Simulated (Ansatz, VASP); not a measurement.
# In2RuW2 in VASP and in Ansatz

```xyz
5
Lattice="-1.8663 1.8663 7.0996 1.8663 -1.8663 7.0996 1.8663 1.8663 -7.0996" Properties=species:S:1:pos:R:3 pbc="T T T"
In    1.8663    0.0000    3.5498
In    0.0000    1.8663    3.5498
Ru    0.0000    0.0000    0.0000
W     0.0000    0.0000    8.2769
W     0.0000    0.0000    5.9223
```

Alike in both runs: functional PBE; k mesh 6 × 6 × 6; occupations gaussian, width 0.1 eV; no spin polarisation.

Ansatz relaxed the structure, and its values are those at the end. VASP's run is a single point on that final structure, the one shown.

|  | VASP | Ansatz |
| --- | --- | --- |
| version | VASP 6.6.1 | Ansatz 0.2.0 |
| potentials or method | VASP PAW PBE potentials, release 64 (In_d, Ru_pv, W_sv), cutoff 520 eV | scalar-relativistic, plane waves, PAW |
| valence electrons in the cell | 68 | 70 |

```tsv
	VASP	Ansatz	Ansatz less VASP
gap on the k mesh at the Fermi level (eV)	none	none	-
pressure (GPa)	0.2	0.0	-0.22
rms of the force components (eV/Å)	0.051	0.002	-0.0489
```

A gap of «none» marks a metal or a gap that the smearing closes. VASP's potentials hold 68 valence electrons a cell and Ansatz's 70, so a difference there can come from the potentials and not from the codes.

The k mesh is coarse, so the values compare programs but aren't converged. Neither program's run includes spin-orbit coupling.
